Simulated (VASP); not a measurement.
# SnSe (Fm-3m) in VASP: a series of runs

SnSe is run at these levels: RPBE+D3(BJ), PBE+D4; tasks: single point.

All numbers are computed with VASP 6.6.1; they aren't measurements. Logs are shortened: lines on timing, memory, paths and dates and some standing lists are left out, and cuts for length are marked.

## 1. The cell of the first run

Symmetry: Fm-3m, No. 225, cubic system. The conventional cell has a = 5.628 Å, b = 5.628 Å, c = 5.628 Å, α = 90.00°, β = 90.00°, γ = 90.00°. Sn (site symmetry m-3m) has 6 Se at 2.81 Å within 3.7 Å. Se (site symmetry m-3m) has 6 Sn at 2.81 Å within 3.7 Å.

## 2. Single point, RPBE+D3(BJ)

Input file INCAR:

```
SYSTEM = SnSe
PREC = Accurate
ENCUT = 520
EDIFF = 1E-6
ISMEAR = -1
SIGMA = 0.05
LREAL = .FALSE.
LASPH = .TRUE.
NELM = 80
ALGO = Normal
ISIF = 2
LWAVE = .FALSE.
LCHARG = .FALSE.
GGA = RP
IVDW = 12
NBANDS = 17
```

Input file KPOINTS:

```
Automatic mesh
0
G
  8 8 8
  0 0 0
```

Input file POSCAR:

```
SnSe
1.0
    0.0000000000      2.8139175449      2.8139175449
    2.8139175449      0.0000000000      2.8139175449
    2.8139175449      2.8139175449      0.0000000000
Sn Se
1 1
Direct
    0.0000000000      0.0000000000      0.0000000000
    0.5000000000      0.5000000000      0.5000000000
```

Potentials or basis: VASP PAW PBE potentials, release 64 (Sn_d, Se).

Run with:

```bash
cat potpaw_PBE.64/Sn_d/POTCAR potpaw_PBE.64/Se/POTCAR > POTCAR
mpirun -np 1 vasp_std > vasp.out
```

OUTCAR:

```text
SYSTEM = SnSe
   PREC = Accurate
   ENCUT = 520
   EDIFF = 1E-6
   ISMEAR = -1
   LREAL = .FALSE.
   LASPH = .TRUE.
   NELM = 80
   ISIF = 2
   GGA = RP
   IVDW = 12
 IVDW          = 12

 ion  position               nearest neighbor table
   1  0.000  0.000  0.000-   2 2.81   2 2.81   2 2.81   2 2.81   2 2.81   2 2.81
   2  0.500  0.500  0.500-   1 2.81   1 2.81   1 2.81   1 2.81   1 2.81   1 2.81

  LATTYP: Found a face centered cubic cell.
 ALAT       =     5.6278350898

  Lattice vectors:

 A1 = (   0.0000000000,   2.8139175449,   2.8139175449)
 A2 = (   2.8139175449,   0.0000000000,   2.8139175449)
 A3 = (   2.8139175449,   2.8139175449,   0.0000000000)

Analysis of symmetry for initial positions (statically):
=====================================================================
 Subroutine PRICEL returns:
 Original cell was already a primitive cell.

 Routine SETGRP: Setting up the symmetry group for a
 face centered cubic supercell.

 Subroutine GETGRP returns: Found 48 space group operations
[... 9 lines left out ...]

 Routine SETGRP: Setting up the symmetry group for a
 face centered cubic supercell.

 Subroutine GETGRP returns: Found 48 space group operations
[... 11 lines left out ...]
                                     Primitive cell

  volume of cell :      44.5619

  direct lattice vectors                    reciprocal lattice vectors
     0.000000000  2.813917545  2.813917545    -0.177688220  0.177688220  0.177688220
     2.813917545  0.000000000  2.813917545     0.177688220 -0.177688220  0.177688220
     2.813917545  2.813917545  0.000000000     0.177688220  0.177688220 -0.177688220

  length of vectors
     3.979480355  3.979480355  3.979480355     0.307765025  0.307765025  0.307765025

  position of ions in fractional coordinates (direct lattice)
     0.000000000  0.000000000  0.000000000
     0.500000000  0.500000000  0.500000000

  ion indices of the primitive-cell ions
   primitive index   ion index
                 1           1
                 2           2

----------------------------------------------------------------------------------------

 KPOINTS: Automatic mesh

Automatic generation of k-mesh.
 Grid dimensions read from file:
 generate k-points for:    8    8    8

 Generating k-lattice:

  Cartesian coordinates                     Fractional coordinates (reciprocal lattice)
    -0.022211028  0.022211028  0.022211028     0.125000000  0.000000000  0.000000000
     0.022211028 -0.022211028  0.022211028     0.000000000  0.125000000  0.000000000
     0.022211028  0.022211028 -0.022211028     0.000000000  0.000000000  0.125000000

  Length of vectors
     0.038470628  0.038470628  0.038470628

  Shift w.r.t. Gamma in fractional coordinates (k-lattice)
     0.000000000  0.000000000  0.000000000

 Subroutine IBZKPT returns following result:
 ===========================================

 Found     29 irreducible k-points:

 Following reciprocal coordinates:
            Coordinates               Weight
  0.000000  0.000000  0.000000      1.000000
  0.125000  0.000000  0.000000      8.000000
  0.250000  0.000000  0.000000      8.000000
  0.375000  0.000000  0.000000      8.000000
  0.500000  0.000000  0.000000      4.000000
  0.125000  0.125000  0.000000      6.000000
[... 16 lines left out ...]
  0.500000  0.250000  0.125000     48.000000
 -0.375000  0.250000  0.125000     24.000000
 [... further k-points ...]
   k-points           NKPTS =     29   k-points in BZ     NKDIM =     29   number of bands    NBANDS=     17
   number of dos      NEDOS =    301   number of ions     NIONS =      2
   total plane-waves  NPLWV =  27000
   dimension x,y,z NGX =    30 NGY =   30 NGZ =   30
   dimension x,y,z NGXF=    60 NGYF=   60 NGZF=   60
   ions per type =               1   1
   NGX,Y,Z   is equivalent  to a cutoff of  12.53, 12.53, 12.53 a.u.
   NGXF,Y,Z  is equivalent  to a cutoff of  25.07, 25.07, 25.07 a.u.
 SYSTEM =  SnSe
   PREC   = accura    normal or accurate (medium, high low for compatibility)
   ISTART =      0    job   : 0-new  1-cont  2-samecut
   ICHARG =      2    charge: 1-file 2-atom 10-const
   ISPIN  =      1    spin polarized calculation?
   LNONCOLLINEAR =      F non collinear calculations
   LSORBIT =      F    spin-orbit coupling
   LASPH  =      T    aspherical Exc in radial PAW
   ENCUT  =  520.0 eV  38.22 Ry    6.18 a.u.   7.40  7.40  7.40*2*pi/ulx,y,z
   NELM   =     80;   NELMIN=  2; NELMDL= -5     # of ELM steps
   EDIFF  = 0.1E-05   stopping-criterion for ELM
   LREAL  =      F    real-space projection
   EDIFFG = 0.1E-04   stopping-criterion for IOM
   NSW    =      0    number of steps for IOM
   IBRION =     -1    ionic relax: 0-MD 1-quasi-New 2-CG
   NFREE  =      0    steps in history (QN), initial steepest desc. (CG)
   ISIF   =      2    stress and relaxation
   ISYM   =      2    0-nonsym 1-usesym 2-fastsym
   POTIM  = 0.5000    time-step for ionic-motion
   TEBEG  =    0.0;   TEEND  =   0.0 temperature during run
   PSTRESS=    0.0 pullay stress
   NELECT =      20.0000    total number of electrons
   NUPDOWN=      -1.0000    fix difference up-down
   EMIN   =  10.00;   EMAX   =-10.00  energy-range for DOS
   EFERMI =   0.00;   METHOD = LEGACY
   ISMEAR =    -1;   SIGMA  =   0.05  broadening in eV -4-tet -1-fermi 0-gaus
   EFERMI_NEDOS =   21; number of points for ismear=-14 and -15
   IALGO  =     38    algorithm
   IMIX   =      4    mixing-type and parameters
     AMIX     =   0.40;   BMIX     =  1.00
     AMIX_MAG =   1.60;   BMIX_MAG =  1.00
  volume/ion in A,a.u.               =      22.28       150.36
  Fermi-wavevector in a.u.,A,eV,Ry     =   1.253421  2.368621 21.375609  1.571063
  Thomas-Fermi vector in A             =   2.387274
   LORBIT       =      0    0 simple, 1 ext, 2 COOP (PROOUT), +10 PAW based schemes
   GGA     = RP    functional components
   LHFCALC =     F    Hartree Fock is set to
   AEXX    =    0.0000 exact exchange contribution
   IVDW    =    12    specifies the selected vdW correction
   LEPSILON=     F    determine dielectric tensor
   LRPA    =     F    only Hartree local field effects (RPA)
 non-spin polarized calculation
  energy-cutoff  :      520.00
  volume of cell :       44.56
 maximum number of plane-waves:      1243
 NGX is ok and might be reduce to    30
   NGX = 15   NGY = 15   NGZ = 15

 number of electron      20.0000007 magnetization

 Free energy of the ion-electron system (eV)
  ---------------------------------------------------
  ext. energy  EPLUGINS =         0.00000000
  ---------------------------------------------------
  free energy    TOTEN  =        -6.90832090 eV

  energy without entropy =       -6.90807171  energy(sigma->0) =       -6.90819630

 E-fermi :   8.7687     XC(G=0): -10.4574

 val. band max:        8.4912803443   @ k =  -0.2500   0.1250   0.0000
 cond. band min:       9.0559223478   @ k =  -0.3750   0.1250   0.0000
 fundamental gap:      0.5646420035
 Fermi energy:         8.7686850754

 k-point     1 :       0.0000    0.0000    0.0000
  band No.  band energies     occupation
      1     -13.5535      2.00000
      2     -13.5535      2.00000
      3     -13.5472      2.00000
      4     -13.5472      2.00000
      5     -13.5472      2.00000
      6      -7.2517      2.00000
[... 9 lines left out ...]
     16      13.7491      0.00000
     17      16.0870      0.00000

 k-point     2 :       0.1250    0.0000    0.0000
  band No.  band energies     occupation
      1     -13.5560      2.00000
      2     -13.5560      2.00000
      3     -13.5466      2.00000
      4     -13.5435      2.00000
      5     -13.5435      2.00000
      6      -7.0967      2.00000
[... 9 lines left out ...]
     16      14.2252      0.00000
     17      17.5247      0.00000

 k-point     3 :       0.2500    0.0000    0.0000
  band No.  band energies     occupation
      1     -13.5633      2.00000
      2     -13.5633      2.00000
      3     -13.5454      2.00000
      4     -13.5333      2.00000
      5     -13.5333      2.00000
      6      -6.6665      2.00000
[... 9 lines left out ...]
     16      15.3196      0.00000
     17      20.3728      0.00000

 k-point     4 :       0.3750    0.0000    0.0000
  band No.  band energies     occupation
      1     -13.5708      2.00000
      2     -13.5708      2.00000
      3     -13.5444      2.00000
      4     -13.5230      2.00000
      5     -13.5230      2.00000
      6      -6.1101      2.00000
[... 9 lines left out ...]
     16      16.9910      0.00000
     17      21.0021      0.00000

 k-point     5 :       0.5000    0.0000    0.0000
  band No.  band energies     occupation
      1     -13.5739      2.00000
      2     -13.5739      2.00000
      3     -13.5440      2.00000
      4     -13.5187      2.00000
      5     -13.5187      2.00000
      6      -5.8130      2.00000
[... 9 lines left out ...]
     16      18.5853      0.00000
     17      19.2816      0.00000

 k-point     6 :       0.1250    0.1250    0.0000
  band No.  band energies     occupation
      1     -13.5616      2.00000
      2     -13.5510      2.00000
      3     -13.5495      2.00000
      4     -13.5415      2.00000
      5     -13.5415      2.00000
      6      -7.0434      2.00000
[... 9 lines left out ...]
     16      15.2332      0.00000
     17      16.7650      0.00000
[... 281 lines left out ...]
 k-point    21 :       0.5000    0.5000    0.0000
  band No.  band energies     occupation
      1     -13.6363      2.00000
      2     -13.5633      2.00000
      3     -13.5363      2.00000
      4     -13.5070      2.00000
      5     -13.5070      2.00000
      6      -5.2739      2.00000
[... 9 lines left out ...]
     16      21.3198      0.00000
     17      21.3199      0.00000

 k-point    22 :       0.3750    0.2500    0.1250
  band No.  band energies     occupation
      1     -13.5820      2.00000
      2     -13.5548      2.00000
      3     -13.5493      2.00000
      4     -13.5281      2.00000
      5     -13.5253      2.00000
      6      -6.2986      2.00000
[... 9 lines left out ...]
     16      18.0960      0.00000
     17      18.4329      0.00000

 k-point    23 :       0.5000    0.2500    0.1250
  band No.  band energies     occupation
      1     -13.5894      2.00000
      2     -13.5602      2.00000
      3     -13.5434      2.00000
      4     -13.5254      2.00000
      5     -13.5191      2.00000
      6      -5.7991      2.00000
[... 9 lines left out ...]
     16      18.4746      0.00000
     17      20.1750      0.00000

 k-point    24 :      -0.3750    0.2500    0.1250
  band No.  band energies     occupation
      1     -13.5919      2.00000
      2     -13.5630      2.00000
      3     -13.5377      2.00000
      4     -13.5283      2.00000
      5     -13.5157      2.00000
      6      -5.5450      2.00000
[... 9 lines left out ...]
     16      19.5314      0.00000
     17      19.6250      0.00000

 [... further k-points ...]

------------------------ aborting loop because EDIFF is reached ----------------------------------------

 Edisp (eV)   -4.05946

 E8    (eV) :    -2.6486

  FORCE on cell =-STRESS in cart. coord.  units (eV):
  Direction    XX          YY          ZZ          XY          YZ          ZX
  --------------------------------------------------------------------------------------
  -------------------------------------------------------------------------------------
  Total       0.00701     0.00701     0.00701     0.00000    -0.00000    -0.00000
  in kB       0.25201     0.25201     0.25201     0.00000    -0.00000    -0.00000
  external pressure =        0.25 kB  Pullay stress =        0.00 kB

 VOLUME and BASIS-vectors are now :
 -----------------------------------------------------------------------------
  energy-cutoff  :      520.00
  volume of cell :       44.56
      direct lattice vectors                 reciprocal lattice vectors
     0.000000000  2.813917545  2.813917545    -0.177688220  0.177688220  0.177688220
     2.813917545  0.000000000  2.813917545     0.177688220 -0.177688220  0.177688220
     2.813917545  2.813917545  0.000000000     0.177688220  0.177688220 -0.177688220

 POSITION                                       TOTAL-FORCE (eV/Angst)
 -----------------------------------------------------------------------------------
      0.00000      0.00000      0.00000         0.000000     -0.000000      0.000000
      2.81392      2.81392      2.81392        -0.000000      0.000000     -0.000000
 -----------------------------------------------------------------------------------
    total drift:                               -0.000000      0.000000      0.000000

  FREE ENERGIE OF THE ION-ELECTRON SYSTEM (eV)
  ---------------------------------------------------
  free  energy   TOTEN  =       -10.9677851637 eV

  energy  without entropy=      -10.9675359720  energy(sigma->0) =      -10.96766057
```

Run time: 11 s. Hardware: 1 thread of AMD EPYC 9R45 (Zen 5), shared host; peak memory 0.16 GiB.

Results:

| Item | Value |
| --- | --- |
| Free energy | -10.9678 eV |
| Pressure | 0.0 GPa |
| Band gap on the k mesh | 0.56 eV, indirect (least direct gap 0.66 eV) |
| Dispersion energy per atom | -2.030 eV |

Caveat: the PAW data sets were made with another functional, which shifts forces and pressure a little; spin-orbit coupling is left out, which moves the levels of the heavy elements.

## 3. Single point, PBE+D4

This run uses another cell than the first one, of 26.62 Å³/atom, 1.195 times its volume.

Input file INCAR:

```
SYSTEM = SnSe
  ALGO = Normal
  EDIFF = 1E-6
  ENCUT = 520
  GGA = PE
  ISIF = 2
  ISMEAR = -1
  IVDW = 13
  LASPH = .TRUE.
  LCHARG = .TRUE.
  LELF = .TRUE.
  LREAL = .FALSE.
  LVHAR = .TRUE.
  LWAVE = .FALSE.
  NBANDS = 17
  NELM = 60
  PREC = Accurate
  SIGMA = 0.05
```

Input file KPOINTS:

```
k-points
0
G
  8 8 8
  0 0 0
```

Input file POSCAR:

```
SnSe
1.0
    0.0000000000      2.9856741618      2.9856741618
    2.9856741618      0.0000000000      2.9856741618
    2.9856741618      2.9856741618      0.0000000000
Sn Se
1 1
Direct
    0.0000000000      0.0000000000      0.0000000000
    0.5000000000      0.5000000000      0.5000000000
```

Potentials or basis: VASP PAW PBE potentials, release 64 (Sn_d, Se).

Run with:

```bash
cat potpaw_PBE.64/Sn_d/POTCAR potpaw_PBE.64/Se/POTCAR > POTCAR
mpirun -np 1 vasp_std > vasp.out
```

Wall time 12 s (1 thread of AMD EPYC 9R45 (Zen 5), shared host); peak memory 0.16 GiB.

It converged, with:

```yaml
Free_energy: -8.9998 eV
Pressure: -0.1 GPa
Band_gap_on_the_k_mesh: 0.69 eV, direct
Dispersion_energy_per_atom: -0.397 eV
```

Levels at points of the mesh, in eV from the valence-band top:
```tsv
k point	band 6	band 7	band 8	band 9	band 10	band 11	band 12	band 13	band 14	band 15
(0.00, 0.00, 0.00)	-14.01	-4.97	-2.24	-2.24	-2.24	4.43	4.43	4.43	5.86	5.86
(0.50, 0.00, 0.00)	-13.03	-8.15	-1.99	-1.99	0.00	0.69	1.26	1.26	8.34	10.24
(0.50, 0.50, 0.00)	-12.73	-5.99	-5.62	-3.73	-3.73	2.96	5.51	5.51	6.15	10.54
```

Caveat: spin-orbit coupling is left out, which moves the levels of the heavy elements. A k mesh can miss the band edges.
